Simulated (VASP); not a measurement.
Here is a VASP 6.6.1 calculation.

INCAR

```
PREC = Accurate
ENCUT = 910
EDIFF = 1E-6
ISMEAR = 0
SIGMA = 0.1
LREAL = False
LASPH = True
NELM = 120
ALGO = Normal
ISIF = 2
LWAVE = False
LCHARG = False
GGA = PE
NBANDS = 20
GGA_COMPAT = False
```

The input KPOINTS:

```
Automatic mesh
0
Gamma
  6 6 4
```

Contents of POSCAR:

```
Si3O2
1.0
    4.3450349850      0.0000000000      0.0000000000
   -2.1725174925      3.7629106773      0.0000000000
    0.0000000000      0.0000000000      4.9321374501
Si O
3 2
Direct
    0.3688002386      0.3688002386      0.0000000000
    0.6311997614      0.0000000000      0.0000000000
    0.0000000000      0.6311997614      0.0000000000
    0.3333333333      0.6666666667      0.2690267236
    0.6666666667      0.3333333333      0.7309732764
```

Potentials or basis: VASP PAW PBE potentials, release 64 (Si, O_h).

Run with:

```console
$ cat potpaw_PBE.64/Si/POTCAR potpaw_PBE.64/O_h/POTCAR > POTCAR
$ mpirun -np 1 vasp_std > vasp.out
```

(1) Estimate the largest force.

(2) What does it give for the band gap on the k mesh?

(3) Predict the pressure.

Answers

(1) 0.015 eV/Å.

(2) zero (band 12 reaches 4.88 eV, above the bottom of band 13 at 4.70 eV).

(3) 0.0 GPa.

Caveat: the cutoff is under 1.25 times the usual one of these potentials, so pressure, stress and relaxed cells hold a basis-set (Pulay) error.
